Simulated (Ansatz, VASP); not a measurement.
## Li: VASP beside Ansatz

```xyz
1
Lattice="0.0000 2.1800 2.2020 2.1800 0.0000 2.2020 2.1800 2.1800 0.0000" Properties=species:S:1:pos:R:3 pbc="T T T"
Li    0.0000    0.0000    0.0000
```

Change from the starting cell: equal xx and yy strain of -1 %, crystal datasets.

Alike in both runs: task electric field gradients; functional PBEsol; k mesh 13 × 13 × 13; occupations fermi-dirac, width 0.08 eV; no spin polarisation.

|  | VASP | Ansatz |
| --- | --- | --- |
| version | VASP 6.6.1 | Ansatz 0.2.0 |
| potentials or method | VASP PAW PBE potentials, release 64 (Li_sv), cutoff 650 eV | all-electron PAW with datasets made for the crystal, scalar-relativistic |

VASP gave:

- pressure (GPa): -0.6

Question: Which values does Ansatz return?

Answer: Pressure (GPa): -0.4.

VASP's potentials were made for PBE, not for PBEsol. Ansatz ran all-electron here, and VASP with PAW potentials.
